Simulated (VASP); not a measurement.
# Cu5Ni (P-62m) in VASP: relaxation of cell and atoms with PBE

Aim: the relaxation of cell and atoms of Cu5Ni with PBE.

Everything below comes from runs of VASP 6.6.1. Logs are shortened: lines on timing, memory, paths and dates and some standing lists are left out, and cuts for length are marked.

**1. The cell of the first run**

It takes space group P-62m (No. 189, hexagonal). Conventional cell: a = 4.407 Å, b = 4.407 Å, c = 4.191 Å, α = 90.00°, β = 90.00°, γ = 120.00°. Within 3.3 Å of Cu (site symmetry m2m) lie 10 Cu at 2.52 to 2.56 Å and 2 Ni at 2.55 Å. Cu (site symmetry -6) has 9 Cu at 2.54 to 2.56 Å and 3 Ni at 2.54 Å within 3.4 Å. Ni (site symmetry -62m) has 12 Cu at 2.54 to 2.55 Å within 3.4 Å.

**2. Relaxation of cell and atoms, PBE**

File INCAR:

```
SYSTEM = Cu5Ni
ALGO     = Normal         ! electronic algorithm
EDIFF    = 1E-7           ! SCF threshold, eV
EDIFFG   = -0.01          ! ionic threshold
ENCUT    = 600            ! plane-wave cutoff, eV
GGA      = PE             ! functional
GGA_COMPAT= .FALSE.      
IBRION   = 2              ! ionic algorithm
ISIF     = 3              ! what is computed and relaxed
ISMEAR   = 0              ! smearing method
LASPH    = .TRUE.         ! aspherical terms in the spheres
LCHARG   = .FALSE.        ! write CHGCAR
LREAL    = .FALSE.        ! projectors in reciprocal space
LWAVE    = .FALSE.        ! write WAVECAR
NELM     = 120            ! most SCF steps
NELMIN   = 4            
NSW      = 100            ! ionic steps
PREC     = Accurate       ! precision mode
SIGMA    = 0.1            ! smearing width, eV
```

File KPOINTS:

```
k-points
0
G
  12 12 10
  0 0 0
```

File POSCAR:

```
Cu5Ni
1.0
    4.4073325008      0.0000000000      0.0000000000
   -2.2036662504      3.8168619086      0.0000000000
    0.0000000000      0.0000000000      4.1911818314
Cu Ni
5 1
Direct
    0.3299646308      0.3299646308      0.0000000000
    0.0000000000      0.6700353692      0.0000000000
    0.6700353692      0.0000000000      0.0000000000
    0.6666666667      0.3333333333      0.5000000000
    0.3333333333      0.6666666667      0.5000000000
    0.0000000000      0.0000000000      0.5000000000
```

Potentials or basis: VASP PAW PBE potentials, release 64 (Cu, Ni).

The run is started by

```console
> cat potpaw_PBE.64/Cu/POTCAR potpaw_PBE.64/Ni/POTCAR > POTCAR
> mpirun -np 1 vasp_std > vasp.out
```

OUTCAR:

```text
SYSTEM = Cu5Ni
   EDIFF = 1E-7
   EDIFFG = -0.01
   ENCUT = 600
   GGA = PE
   IBRION = 2
   ISIF = 3
   ISMEAR = 0
   LASPH = .TRUE.
   LREAL = .FALSE.
   NELM = 120
   NELMIN = 4
   NSW = 100
   PREC = Accurate

 ion  position               nearest neighbor table
   1  0.330  0.330  0.000-   2 2.52   3 2.52   6 2.55   6 2.55   3 2.56   2 2.56   2 2.56   3 2.56
                             5 2.56   5 2.56   4 2.56   4 2.56
   2  0.000  0.670  0.000-   1 2.52   3 2.52   6 2.55   6 2.55   3 2.56   1 2.56   1 2.56   3 2.56
                             5 2.56   5 2.56   4 2.56   4 2.56
   3  0.670  0.000  0.000-   1 2.52   2 2.52   6 2.55   6 2.55   2 2.56   1 2.56   1 2.56   2 2.56
                             4 2.56   4 2.56   5 2.56   5 2.56
   4  0.667  0.333  0.500-   5 2.54   6 2.54   5 2.54   6 2.54   6 2.54   5 2.54   3 2.56   3 2.56
                             2 2.56   2 2.56   1 2.56   1 2.56
   5  0.333  0.667  0.500-   4 2.54   6 2.54   4 2.54   6 2.54   6 2.54   4 2.54   2 2.56   2 2.56
                             3 2.56   3 2.56   1 2.56   1 2.56
   6  0.000  0.000  0.500-   4 2.54   5 2.54   5 2.54   4 2.54   4 2.54   5 2.54   1 2.55   2 2.55
                             1 2.55   2 2.55   3 2.55   3 2.55

  LATTYP: Found a hexagonal cell.
 ALAT       =     4.4073325008
 C/A-ratio  =     0.9509565776

  Lattice vectors:

 A1 = (   4.4073325008,   0.0000000000,   0.0000000000)
 A2 = (  -2.2036662504,   3.8168619086,   0.0000000000)
 A3 = (   0.0000000000,   0.0000000000,   4.1911818314)

Analysis of symmetry for initial positions (statically):
=====================================================================
 Subroutine PRICEL returns:
 Original cell was already a primitive cell.

 Routine SETGRP: Setting up the symmetry group for a
 hexagonal supercell.

 Subroutine GETGRP returns: Found 12 space group operations
 (whereof 12 operations were pure point group operations)
 out of a pool of 24 trial point group operations.

The static configuration has the point symmetry D_3h.

Analysis of symmetry for dynamics (positions and initial velocities):
=====================================================================
 Subroutine PRICEL returns:
 Original cell was already a primitive cell.

 Routine SETGRP: Setting up the symmetry group for a
 hexagonal supercell.

 Subroutine GETGRP returns: Found 12 space group operations
 (whereof 12 operations were pure point group operations)
 out of a pool of 24 trial point group operations.

The dynamic configuration has the point symmetry D_3h.

 Subroutine INISYM returns: Found 12 space group operations
 (whereof 12 operations are pure point group operations),
 and found     1 'primitive' translations

----------------------------------------------------------------------------------------

                                     Primitive cell

  volume of cell :      70.5048

  direct lattice vectors                    reciprocal lattice vectors
     4.407332501  0.000000000  0.000000000     0.226894613  0.130997666  0.000000000
    -2.203666250  3.816861909  0.000000000     0.000000000  0.261995331  0.000000000
     0.000000000  0.000000000  4.191181831     0.000000000  0.000000000  0.238596186

  length of vectors
     4.407332501  4.407332501  4.191181831     0.261995331  0.261995331  0.238596186

  position of ions in fractional coordinates (direct lattice)
     0.329964631  0.329964631  0.000000000
     0.000000000  0.670035369  0.000000000
     0.670035369  0.000000000  0.000000000
     0.666666667  0.333333333  0.500000000
     0.333333333  0.666666667  0.500000000
     0.000000000  0.000000000  0.500000000

  ion indices of the primitive-cell ions
   primitive index   ion index
                 1           1
                 2           2
                 3           3
                 4           4
                 5           5
                 6           6

----------------------------------------------------------------------------------------

 KPOINTS: k-points

Automatic generation of k-mesh.
 Grid dimensions read from file:
 generate k-points for:   12   12   10

 Generating k-lattice:

  Cartesian coordinates                     Fractional coordinates (reciprocal lattice)
     0.018907884  0.010916472  0.000000000     0.083333333  0.000000000  0.000000000
     0.000000000  0.021832944  0.000000000     0.000000000  0.083333333  0.000000000
     0.000000000  0.000000000  0.023859619     0.000000000  0.000000000  0.100000000

  Length of vectors
     0.021832944  0.021832944  0.023859619

  Shift w.r.t. Gamma in fractional coordinates (k-lattice)
     0.000000000  0.000000000  0.000000000

 Subroutine IBZKPT returns following result:
 ===========================================

 Found    114 irreducible k-points:

 Following reciprocal coordinates:
            Coordinates               Weight
  0.000000  0.000000  0.000000      1.000000
  0.083333  0.000000  0.000000      6.000000
  0.166667  0.000000  0.000000      6.000000
  0.250000  0.000000  0.000000      6.000000
  0.333333  0.000000  0.000000      6.000000
  0.416667  0.000000  0.000000      6.000000
[... 16 lines left out ...]
  0.250000  0.000000  0.100000     12.000000
  0.333333  0.000000  0.100000     12.000000
 [... further k-points ...]
   k-points           NKPTS =    114   k-points in BZ     NKDIM =    114   number of bands    NBANDS=     39
   number of dos      NEDOS =    301   number of ions     NIONS =      6
   total plane-waves  NPLWV =  46656
   dimension x,y,z NGX =    36 NGY =   36 NGZ =   36
   dimension x,y,z NGXF=    72 NGYF=   72 NGZF=   72
   ions per type =               5   1
   NGX,Y,Z   is equivalent  to a cutoff of  13.58, 13.58, 14.28 a.u.
   NGXF,Y,Z  is equivalent  to a cutoff of  27.16, 27.16, 28.56 a.u.
 SYSTEM =  Cu5Ni
   PREC   = accura    normal or accurate (medium, high low for compatibility)
   ISTART =      0    job   : 0-new  1-cont  2-samecut
   ICHARG =      2    charge: 1-file 2-atom 10-const
   ISPIN  =      1    spin polarized calculation?
   LNONCOLLINEAR =      F non collinear calculations
   LSORBIT =      F    spin-orbit coupling
   LASPH  =      T    aspherical Exc in radial PAW
   ENCUT  =  600.0 eV  44.10 Ry    6.64 a.u.   8.80  8.80  8.37*2*pi/ulx,y,z
   NELM   =    120;   NELMIN=  4; NELMDL= -5     # of ELM steps
   EDIFF  = 0.1E-06   stopping-criterion for ELM
   LREAL  =      F    real-space projection
   EDIFFG = -.1E-01   stopping-criterion for IOM
   NSW    =    100    number of steps for IOM
   IBRION =      2    ionic relax: 0-MD 1-quasi-New 2-CG
   NFREE  =      1    steps in history (QN), initial steepest desc. (CG)
   ISIF   =      3    stress and relaxation
   ISYM   =      2    0-nonsym 1-usesym 2-fastsym
   POTIM  = 0.5000    time-step for ionic-motion
   TEBEG  =    0.0;   TEEND  =   0.0 temperature during run
   PSTRESS=    0.0 pullay stress
   NELECT =      65.0000    total number of electrons
   NUPDOWN=      -1.0000    fix difference up-down
   EMIN   =  10.00;   EMAX   =-10.00  energy-range for DOS
   EFERMI =   0.00;   METHOD = LEGACY
   ISMEAR =     0;   SIGMA  =   0.10  broadening in eV -4-tet -1-fermi 0-gaus
   EFERMI_NEDOS =   21; number of points for ismear=-14 and -15
   IALGO  =     38    algorithm
   IMIX   =      4    mixing-type and parameters
     AMIX     =   0.40;   BMIX     =  1.00
     AMIX_MAG =   1.60;   BMIX_MAG =  1.00
  volume/ion in A,a.u.               =      11.75        79.30
  Fermi-wavevector in a.u.,A,eV,Ry     =   1.593332  3.010961 34.541217  2.538708
  Thomas-Fermi vector in A             =   2.691579
   LORBIT       =      0    0 simple, 1 ext, 2 COOP (PROOUT), +10 PAW based schemes
   GGA     = PE    functional components
   LHFCALC =     F    Hartree Fock is set to
   AEXX    =    0.0000 exact exchange contribution
   IVDW    =     0    specifies the selected vdW correction
   LEPSILON=     F    determine dielectric tensor
   LRPA    =     F    only Hartree local field effects (RPA)
 conjugate gradient relaxation of ions
 non-spin polarized calculation
 Gauss-broadening in eV      SIGMA  =   0.10
  energy-cutoff  :      600.00
  volume of cell :       70.50
 maximum number of plane-waves:      2391
 NGX is ok and might be reduce to    36
   NGX = 17   NGY = 17   NGZ = 17

--------------------------------------- Ionic step        1  -------------------------------------------

 number of electron      64.9999999 magnetization

 Free energy of the ion-electron system (eV)
  ---------------------------------------------------
  ext. energy  EPLUGINS =         0.00000000
  ---------------------------------------------------
  free energy    TOTEN  =       -24.03442647 eV

  energy without entropy =      -24.02097281  energy(sigma->0) =      -24.02769964

------------------------ aborting loop because EDIFF is reached ----------------------------------------

  FORCE on cell =-STRESS in cart. coord.  units (eV):
  Direction    XX          YY          ZZ          XY          YZ          ZX
  --------------------------------------------------------------------------------------
  -------------------------------------------------------------------------------------
  Total        0.2305712      0.2305712      0.0965348      0.0000000      0.0000000     -0.0000000
  in kB        5.2395851      5.2395851      2.1936930      0.0000000      0.0000000     -0.0000000
  external PRESSURE =       4.2242877 kB  Pullay stress =       0.0000000 kB
[... 225 lines left out ...]
  energy  without entropy=      -24.0214382836  energy(sigma->0) =      -24.02814554

--------------------------------------- Ionic step        7  -------------------------------------------

 number of electron      64.9999999 magnetization

 Free energy of the ion-electron system (eV)
  ---------------------------------------------------
  ext. energy  EPLUGINS =         0.00000000
  ---------------------------------------------------
  free energy    TOTEN  =       -24.03488863 eV

  energy without entropy =      -24.02149617  energy(sigma->0) =      -24.02819240

 E-fermi :   7.6344     XC(G=0): -12.7384

 val. band max:        7.6301561285   @ k =   0.2500   0.1667   0.3000
 cond. band min:       7.6351158577   @ k =   0.4167   0.0833   0.1000
 fundamental gap:      0.0049597292
 Fermi energy:         7.6344463011

 k-point     1 :       0.0000    0.0000    0.0000
  band No.  band energies     occupation
      1      -1.5035      2.00000
      2       2.7488      2.00000
      3       3.6705      2.00000
      4       3.6705      2.00000
      5       3.6790      2.00000
      6       3.8309      2.00000
[... 997 lines left out ...]
     38      15.2406      0.00000
     39      15.4868      0.00000

 [... further k-points ...]

------------------------ aborting loop because EDIFF is reached ----------------------------------------

  FORCE on cell =-STRESS in cart. coord.  units (eV):
  Direction    XX          YY          ZZ          XY          YZ          ZX
  --------------------------------------------------------------------------------------
  -------------------------------------------------------------------------------------
  Total        0.0116920      0.0116920     -0.0174573      0.0000000     -0.0000000     -0.0000000
  in kB        0.2648284      0.2648284     -0.3954145      0.0000000     -0.0000000     -0.0000000
  external PRESSURE =       0.0447474 kB  Pullay stress =       0.0000000 kB
[... 21 lines left out ...]
  FREE ENERGIE OF THE ION-ELECTRON SYSTEM (eV)
  ---------------------------------------------------
  free  energy   TOTEN  =       -24.0348886349 eV

  energy  without entropy=      -24.0214961702  energy(sigma->0) =      -24.02819240

 reached required accuracy - stopping structural energy minimisation
```

Run time: 46 min. Hardware: 1 thread of Oxide Virtual Turin-like, shared host; peak memory 0.41 GiB.

What came out:

```
Free energy                           : -24.0349 eV
Relaxed volume                        : 11.79 Å³/atom
Relaxed cell                          : a = 4.414 Å, b = 4.414 Å, c = 4.192 Å, α = 90.00°, β = 90.00°, γ = 120.00°
Space group after relaxing (to 0.1 Å) : P-62m (No. 189)
Energy gained by relaxing             : 0.1 meV/atom
Ionic steps                           : 7
Pressure after relaxing               : 0.0 GPa
Largest force after relaxing          : 0.007 eV/Å
Band gap on the k mesh                : zero (an odd number of electrons rules out a gap without spin polarisation)
```

Forces on the atoms (eV/Å):
```
Cu  -0.004 -0.006  0.000
Cu  -0.004  0.006  0.000
Cu   0.007  0.000  0.000
Cu   0.000  0.000  0.000
Cu   0.000  0.000  0.000
Ni   0.000  0.000  0.000
```

The path:
```csv
step,energy change (eV),largest force (eV/Å),pressure (GPa),volume (Å³)
1,0.0000,0.0175,0.42,70.50
2,-0.0004,0.0121,-0.17,70.82
3,-0.0004,0.0133,-0.05,70.76
4,-0.0004,0.0135,-0.06,70.76
5,-0.0003,0.0155,0.22,70.63
6,-0.0004,0.0133,-0.01,70.75
7,-0.0005,0.0074,0.00,70.74
```

Final structure:
```cif
data_structure
_symmetry_space_group_name_H-M 'P 1'
_symmetry_Int_Tables_number 1
_cell_length_a 4.4141
_cell_length_b 4.4141
_cell_length_c 4.1920
_cell_angle_alpha 90.000
_cell_angle_beta 90.000
_cell_angle_gamma 120.000
_cell_volume 70.74
loop_
_atom_site_label
_atom_site_type_symbol
_atom_site_fract_x
_atom_site_fract_y
_atom_site_fract_z
_atom_site_occupancy
Cu1 Cu 0.32968 0.32968 0.00000 1
Cu2 Cu 0.00000 0.67032 0.00000 1
Cu3 Cu 0.67032 0.00000 0.00000 1
Cu4 Cu 0.66667 0.33333 0.50000 1
Cu5 Cu 0.33333 0.66667 0.50000 1
Ni1 Ni 0.00000 0.00000 0.50000 1
```

Levels at points of the mesh, in eV from the Fermi level:
```tsv
k point	band 30	band 31	band 32	band 33	band 34	band 35
(0.00, 0.00, 0.00)	-0.85	-0.75	-0.75	3.37	3.37	3.60
(0.50, 0.00, 0.00)	-0.75	-0.66	-0.62	0.38	1.98	3.82
(0.00, 0.00, 0.50)	-0.84	-0.84	-0.59	4.23	4.23	4.56
(0.50, 0.00, 0.50)	-0.92	-0.64	-0.57	-0.50	-0.23	0.70
```

Spin polarisation is off, so any magnetic state and its effect on volume and gap are missing.
